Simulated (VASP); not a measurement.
A run of VASP 6.6.1 is set up as follows.

The input INCAR:

```
SYSTEM = Si
  PREC = Accurate
  ENCUT = 520
  EDIFF = 1E-6
  ISMEAR = -1
  SIGMA = 0.1
  LREAL = .FALSE.
  LASPH = .TRUE.
  NELM = 100
  ALGO = Normal
  ISIF = 2
  LWAVE = .FALSE.
  LCHARG = .TRUE.
  GGA = CA
  LELF = .TRUE.
  LVHAR = .TRUE.
  NBANDS = 8
```

KPOINTS

```
regular mesh
0
G
  14 14 14
  0 0 0
```

Contents of POSCAR:

```
Si
1.0
    2.4995034893      0.0000000000      0.0000000000
    0.0000000000      2.4995034893      0.0000000000
    0.0000000000      0.0000000000      2.4995034893
Si
1
Direct
    0.0000000000      0.0000000000      0.0000000000
```

Potentials or basis: VASP PAW LDA potentials, release 64 (Si).

The run is started by

```bash
$ cat potpaw_LDA.64/Si/POTCAR > POTCAR
$ mpirun -np 1 vasp_std > vasp.out
```

(1) What does it give for the pressure?

(2) What does it give for the band gap on the k mesh?

Results:

(1) 0.5 GPa.

(2) zero (band 2 reaches 16.16 eV, above the bottom of band 3 at 5.72 eV).
